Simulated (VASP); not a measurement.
**In2BiO2: single point with r2SCAN**

The system is In2BiO2.

```xyz
5
Lattice="0.0000 3.9214 0.0000 3.9214 0.0000 0.0000 1.9607 1.9607 -6.6764" Properties=species:S:1:pos:R:3 pbc="T T T"
In    1.9607    1.9607   -2.3261
In    3.9214    3.9214   -4.3503
Bi    0.0000    0.0000    0.0000
O     3.9214    1.9607   -3.3382
O     1.9607    3.9214   -3.3382
```

| Property | Result |
| --- | --- |
| Program | VASP 6.6.1 |
| Task | single point |
| Functional | r2SCAN |
| Potentials or basis | VASP PAW PBE potentials, release 64 (In_d, Bi_d, O) |
| Cutoff | 520 eV |
| k mesh | 7 × 7 × 7 |
| Occupations | methfessel-paxton, width 0.098 eV |
| Spin | no spin polarisation |
| Dipole correction | no |
| Further INCAR settings | ALGO = Normal; EDIFF = 1e-06; NBANDS = 34 |

```
Pressure      : -4.4 GPa
Largest force : 0.089 eV/Å
```

Forces in eV/Å, atoms in the order of the input:
```
In   0.000  0.000  0.089
In   0.000  0.000 -0.089
Bi   0.000  0.000  0.000
O    0.000  0.000  0.000
O    0.000  0.000  0.000
```

Stress tensor (GPa, compression positive):
```
-5.68  0.00  0.00
 0.00 -5.68  0.00
 0.00  0.00 -1.90
```

Levels at points of the mesh, in eV from the Fermi level:
```csv
k point,band 24,band 25,band 26,band 27,band 28,band 29
"(0.00, 0.00, 0.00)",-2.84,-1.80,-1.47,0.87,0.87,2.43
```

Wall time 12 min on 1 thread of AMD EPYC 7R13 Processor (Zen 3), with other jobs on the host, peak memory 0.28 GiB.

Caveat: the PAW data sets were made with another functional, which shifts forces and pressure a little; spin-orbit coupling is left out, which moves the levels of the heavy elements; an odd number of electrons without spin polarisation forces a metal; a magnetic or distorted state may lie lower.
